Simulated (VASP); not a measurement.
Set up this calculation in VASP 6.6.1, as the native input.

```yaml
Task: single point
Functional: PBEsol
Potentials_or_basis: VASP PAW PBE potentials, release 64 (Ga_d)
Cutoff: 520 eV
k_mesh: 13 × 13 × 13
Occupations: fermi-dirac, width 0.05 eV
Spin: no spin polarisation
Dipole_correction: no
Further_INCAR_settings: ALGO = Normal; EDIFF = 1e-07; NBANDS = 12
```

The structure of Ga lies in POSCAR:

```
Ga
1.0
   -1.3935671902      1.3935671902      2.3265304007
    1.3935671902     -1.3935671902      2.3265304007
    1.3935671902      1.3935671902     -2.3265304007
Ga
1
Direct
    0.0000000000      0.0000000000      0.0000000000
```

One way to write it, as run:

INCAR

```
  ALGO = Normal
  EDIFF = 1E-7
  ENCUT = 520
  GGA = PS
  ISIF = 2
  ISMEAR = -1
  LASPH = True
  LCHARG = False
  LREAL = False
  LWAVE = False
  NBANDS = 12
  NELM = 100
  PREC = Accurate
  SIGMA = 0.05
```

KPOINTS

```
k-points
0
Gamma
  13 13 13
```

Potentials or basis: VASP PAW PBE potentials, release 64 (Ga_d).

Command:

```sh
$ cat potpaw_PBE.64/Ga_d/POTCAR > POTCAR
$ mpirun -np 1 vasp_std > vasp.out
```

It gave:

```json
{
  "Pressure": "-1.4 GPa"
}
```

Caveat: the PAW data sets were made with another functional, which shifts forces and pressure a little.

It took 11 s on 1 thread of Intel(R) Xeon(R) 6975P-C (Granite Rapids), on a shared host, peak memory 0.16 GiB.
